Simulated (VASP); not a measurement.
Co, 1 atom in the cell. The typed cell holds 1 atom: a = 2.425 Å, b = 2.437 Å, c = 2.401 Å, α = 107.69°, β = 110.08°, γ = 109.82°. 

```yaml
Program: VASP 6.6.1
Task: single point
Functional: PBE
Potentials_or_basis: VASP PAW PBE potentials, release 64 (Co)
Cutoff: 520 eV
k_mesh: 13 × 13 × 13
Occupations: fermi-dirac, width 0.05 eV
Spin: collinear spin, ferromagnetic start
Starting_moments: "[0.68] μB"
Dipole_correction: no
Further_INCAR_settings: ALGO = Fast; EDIFF = 1e-06; NBANDS = 14
```

Potentials or basis: VASP PAW PBE potentials, release 64 (Co).

Command:

```bash
$ cat potpaw_PBE.64/Co/POTCAR > POTCAR
$ mpirun -np 1 vasp_std > vasp.out
```

Hardware: 1 thread of Intel(R) Xeon(R) Platinum 8375C CPU @ 2.90GHz (Ice Lake), on a shared host.

Q: Estimate the wall time of this run.

A: Wall time 3.9 min on 1 thread of Intel(R) Xeon(R) Platinum 8375C CPU @ 2.90GHz (Ice Lake), with other jobs on the host, peak memory 0.35 GiB. Counts: scf iterations 15, k points 1099.
